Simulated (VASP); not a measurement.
A run of VASP 6.6.1 is set up as follows.

INCAR

```
PREC     = Accurate       # precision mode
ENCUT    = 600            # plane-wave cutoff, eV
EDIFF    = 1E-6           # SCF threshold, eV
ISMEAR   = -1             # smearing method
SIGMA    = 0.05           # smearing width, eV
LREAL    = F              # projectors in reciprocal space
LASPH    = T              # aspherical terms in the spheres
NELM     = 200            # most SCF steps
ALGO     = Normal         # electronic algorithm
ISIF     = 2              # what is computed and relaxed
LWAVE    = F              # write WAVECAR
LCHARG   = F              # write CHGCAR
ISPIN    = 2              # spin polarisation
MAGMOM   = 2.14 -2.14     # initial moments
LORBIT   = 11             # projections on sites
LMAXMIX  = 4              # l up to which the mixer works
GGA      = PE             # functional
NBANDS   = 19             # bands
GGA_COMPAT= F
```

KPOINTS

```
Automatic mesh
0
Gamma
  13 13 13
```

The input POSCAR:

```
Fe
1.0
    0.0000000000      2.4038676108      2.4038676108
    2.4038676108      0.0000000000      2.4038676108
    2.4038676108      2.4038676108      0.0000000000
Fe
2
Direct
    0.0000000000      0.0000000000      0.0000000000
    0.5000000000      0.5000000000      0.5000000000
```

Potentials or basis: VASP PAW PBE potentials, release 64 (Fe).

Command:

```console
$ cat potpaw_PBE.64/Fe/POTCAR > POTCAR
$ mpirun -np 1 vasp_std > vasp.out
```

(1) What does it give for the net moment?

(2) Estimate the site moments.

Answers

(1) 0.00 μB per cell.

(2) Fe +2.35, -2.35 μB.

Caveat: the cell stands under tension; the antiferromagnetic order is the one typed at the start, and another may lie lower.
